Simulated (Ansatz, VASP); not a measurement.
**One calculation of Ag, two programs**

Contents of INCAR:

```
SYSTEM = Ag
PREC = Accurate
ENCUT = 520
EDIFF = 1E-8
ISMEAR = -1
SIGMA = 0.05
LREAL = .False.
LASPH = .True.
NELM = 100
ALGO = Normal
ISIF = 2
LWAVE = .False.
LCHARG = .False.
LEFG = .True.
NBANDS = 12
```

File KPOINTS:

```
regular mesh
0
Gamma
  15 15 15
  0 0 0
```

File POSCAR:

```
Ag
1.0
    0.0000000000      2.0566308579      2.0566308579
    2.0566308579      0.0000000000      2.0566308579
    2.0566308579      2.0566308579      0.0000000000
Ag
1
Direct
    0.0000000000      0.0000000000      0.0000000000
```

Input for Ansatz:

```yaml
crystal:
  lattice:
    - [0.0, 2.0566308579, 2.0566308579]
    - [2.0566308579, 0.0, 2.0566308579]
    - [2.0566308579, 2.0566308579, 0.0]
  atoms:
    - { symbol: Ag, position: [0.0, 0.0, 0.0] }
kpoints:
  mp_grid: { grid: [15, 15, 15] }
scf:
  occupations: { method: fermi_dirac, width: 0.05 }
hamiltonian:
  xc: lda
  pseudopotentials: { kind: paw }
output:
  forces: true
  stress: true
  eigenvalues: true
  efg: { contact_densities: true }
```

Change from the starting cell: volume scaled by 1.02, PAW files.

Alike in both runs: task electric field gradients; functional LDA; k mesh 15 × 15 × 15; occupations fermi-dirac, width 0.05 eV; no spin polarisation.

|  | VASP | Ansatz |
| --- | --- | --- |
| version | VASP 6.6.1 | Ansatz 0.2.0 |
| potentials or method | VASP PAW LDA potentials, release 64 (Ag) | PAW with Ansatz's default frozen-core files, scalar-relativistic |
| plane-wave cutoff (eV) | 520 | 420 |
| valence electrons in the cell | 11 | 19 |

VASP gave:

| Item | Value |
| --- | --- |
| pressure (GPa) | -9.1 |

Problem. Estimate Ansatz's values.

Solution. Pressure (GPa): -9.2.

LDA's correlation is that of Perdew and Zunger in VASP and of Perdew and Wang (1992) in Ansatz. VASP's potentials hold 11 valence electrons a cell and Ansatz's 19, so a difference there can come from the potentials and not from the codes.
